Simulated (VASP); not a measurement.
TiAl3, 4 atoms in the cell. The structure is tetragonal, space group I4/mmm (No. 139). Conventional cell: a = 3.797 Å, b = 3.797 Å, c = 8.504 Å, α = 90.00°, β = 90.00°, γ = 90.00°. Within 3.5 Å of Ti (site symmetry 4/mmm) lie 12 Al at 2.68 to 2.85 Å. Within 3.5 Å of Al (site symmetry -4m2) lie 8 Al at 2.68 to 2.85 Å and 4 Ti at 2.85 Å. Within 3.5 Å of Al (site symmetry 4/mmm) lie 4 Ti at 2.68 Å and 8 Al at 2.85 Å. 

```yaml
Program: VASP 6.6.1
Task: single point
Functional: LDA
Potentials_or_basis: VASP PAW LDA potentials, release 64 (Ti_sv, Al)
Cutoff: 520 eV
k_mesh: 10 × 10 × 10
Occupations: fermi-dirac, width 0.05 eV
Spin: no spin polarisation
Dipole_correction: no
Further_INCAR_settings: ALGO = Normal; EDIFF = 1e-06; NBANDS = 18
```

Potentials or basis: VASP PAW LDA potentials, release 64 (Ti_sv, Al).

Command:

```sh
$ cat potpaw_LDA.64/Ti_sv/POTCAR potpaw_LDA.64/Al/POTCAR > POTCAR
$ mpirun -np 1 vasp_std > vasp.out
```

Hardware: 1 thread of Intel(R) Xeon(R) 6975P-C (Granite Rapids), with other jobs on the host.

How long does it take, and how much memory?

Run time: 67 s on 1 thread of Intel(R) Xeon(R) 6975P-C (Granite Rapids) (shared host), peak memory 0.26 GiB. Counts: scf iterations 13, k points 102.
